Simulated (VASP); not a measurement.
Set up this calculation in VASP 6.6.1, as the native input.

```yaml
Task: single point
Functional: r2SCAN
Potentials_or_basis: VASP PAW PBE potentials, release 64 (Ta_pv, N)
Cutoff: 520 eV
k_mesh: 10 × 10 × 10
Occupations: fermi-dirac, width 0.05 eV
Spin: no spin polarisation
Hubbard_terms: Ta d U = 5.0 eV
Dipole_correction: no
Further_INCAR_settings: ALGO = Normal; EDIFF = 1e-06; NBANDS = 15
```

The system is TaN.

```
Ta N
1.0
     0.00000    2.21132    2.21132
     2.21132    0.00000    2.21132
     2.21132    2.21132    0.00000
Ta N
1 1
Cartesian
  2.2113 2.2113 2.2113
  0.0000 0.0000 0.0000
```

These files were run (other wordings do the same):

POSCAR

```
TaN
1.0
    0.0000000000      2.2113230000      2.2113230000
    2.2113230000      0.0000000000      2.2113230000
    2.2113230000      2.2113230000      0.0000000000
Ta N
1 1
Direct
    0.5000000000      0.5000000000      0.5000000000
    0.0000000000      0.0000000000      0.0000000000
```

INCAR.step1

```
SYSTEM = TaN
ALGO = Normal ; EDIFF = 1E-4
ENCUT = 520 ; GGA = PE
ISMEAR = -1 ; LASPH = .True.
LCHARG = .False. ; LDAU = .True.
LDAUJ = 0 0 ; LDAUL = 2 -1
LDAUTYPE = 2 ; LDAUU = 5 0
LMAXMIX = 4 ; LREAL = .False.
LWAVE = .True. ; NBANDS = 15
NELM = 150 ; PREC = Accurate
SIGMA = 0.05
```

INCAR.step2

```
SYSTEM = TaN
ALGO = Normal ; EDIFF = 1E-6
ENCUT = 520 ; ISIF = 2
ISMEAR = -1 ; ISTART = 1
LASPH = .True. ; LCHARG = .False.
LDAU = .True. ; LDAUJ = 0 0
LDAUL = 2 -1 ; LDAUPRINT = 1
LDAUTYPE = 2 ; LDAUU = 5 0
LMAXMIX = 4 ; LMIXTAU = .True.
LREAL = .False. ; LWAVE = .False.
METAGGA = R2SCAN ; NBANDS = 15
NELM = 150 ; PREC = Accurate
SIGMA = 0.05
```

KPOINTS

```
k-points
0
Gamma
  10 10 10
  0 0 0
```

Potentials or basis: VASP PAW PBE potentials, release 64 (Ta_pv, N).

Launch:

```sh
$ cat potpaw_PBE.64/Ta_pv/POTCAR potpaw_PBE.64/N/POTCAR > POTCAR
$ cp INCAR.step1 INCAR
$ mpirun -np 1 vasp_std > vasp.out
$ cp INCAR.step2 INCAR
$ mpirun -np 1 vasp_std > vasp.out
```

Results of the run:

The pressure is 10.6 GPa and the band gap on the k mesh is zero (band 8 reaches 12.06 eV, above the bottom of band 9 at 8.02 eV).

Caveat: the PAW data sets were made with another functional, which shifts forces and pressure a little; spin-orbit coupling is left out, which moves the levels of the heavy elements; U without spin polarisation on a metal has little footing.

Wall time 70 s on 1 thread of Intel Xeon 8259CL, with other jobs on the host, peak memory 0.15 GiB.
